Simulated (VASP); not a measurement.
SnSe, 4 atoms in the cell. It takes space group Cmcm (No. 63, orthorhombic). The conventional cell has a = 5.978 Å, b = 5.978 Å, c = 5.978 Å, α = 90.00°, β = 90.00°, γ = 90.00°. Sn (site symmetry m2m) has 6 Se at 2.81 to 3.17 Å and 2 Sn at 3.83 Å within 3.9 Å. Within 3.7 Å of Se (site symmetry m2m) lie 6 Sn at 2.81 to 3.17 Å.  This cell differs from its parent crystal: atoms displaced along a vibrational mode.

```yaml
Program: VASP 6.6.1
Task: single point
Functional: PBE
Dispersion: D3(BJ)
Potentials_or_basis: VASP PAW PBE potentials, release 64 (Sn_d, Se)
Cutoff: 520 eV
k_mesh: 8 × 8 × 6
Occupations: gaussian, width 0.05 eV
Spin: no spin polarisation
Dipole_correction: no
Further_INCAR_settings: ALGO = Normal; EDIFF = 1e-06; NBANDS = 28
```

Potentials or basis: VASP PAW PBE potentials, release 64 (Sn_d, Se).

The run is started by

```sh
$ cat potpaw_PBE.64/Sn_d/POTCAR potpaw_PBE.64/Se/POTCAR > POTCAR
$ mpirun -np 1 vasp_std > vasp.out
```

Hardware: 1 thread of Intel(R) Xeon(R) 6975P-C (Granite Rapids), with other jobs on the host.

Task: How long does it take, and how much memory?

Result: It took 66 s on 1 thread of Intel(R) Xeon(R) 6975P-C (Granite Rapids), with other jobs on the host, peak memory 0.36 GiB. Counts: scf iterations 12, k points 84.
